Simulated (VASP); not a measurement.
A run of VASP 6.6.1 is set up as follows.

File INCAR:

```
PREC = Accurate
ENCUT = 600
EDIFF = 1E-7
ISMEAR = 0
SIGMA = 0.1
LREAL = False
LASPH = True
NELM = 60
ALGO = Normal
ISIF = 3
LWAVE = False
LCHARG = False
GGA = PE
IBRION = 2
NSW = 80
EDIFFG = -0.05
```

The input KPOINTS:

```
Automatic mesh
0
Gamma
  6 6 6
```

POSCAR

```
GaP
1.0
    0.0000000000      2.5566930248      2.5566930248
    2.5566930248      0.0000000000      2.5566930248
    2.5566930248      2.5566930248      0.0000000000
Ga P
1 1
Direct
    0.0000000000      0.0000000000      0.0000000000
    0.2500000000      0.2500000000      0.2500000000
```

Potentials or basis: VASP PAW PBE potentials, release 64 (Ga_d, P).

Run with:

```console
$ cat potpaw_PBE.64/Ga_d/POTCAR potpaw_PBE.64/P/POTCAR > POTCAR
$ mpirun -np 1 vasp_std > vasp.out
```

Question: Predict the relaxed volume.

Answer: 20.90 Å³/atom.

Question: Predict the space group after relaxing (to 0.05 Å).

Answer: F-43m (No. 216).

Question: Predict the band gap on the k mesh.

Answer: 1.56 eV, direct.

Question: Estimate the relaxed cell.

Answer: a = 3.895 Å, b = 3.895 Å, c = 3.895 Å, α = 60.00°, β = 60.00°, γ = 60.00°.

Final structure:
```
Ga P
1.0
     0.00000    2.75446    2.75446
     2.75446    0.00000    2.75446
     2.75446    2.75446    0.00000
Ga P
1 1
Cartesian
  0.0000 0.0000 0.0000
  1.3772 1.3772 1.3772
```

Caveat: the volume moved by over 15 % at a fixed basis, so the end points are rough. A k mesh can miss the band edges.
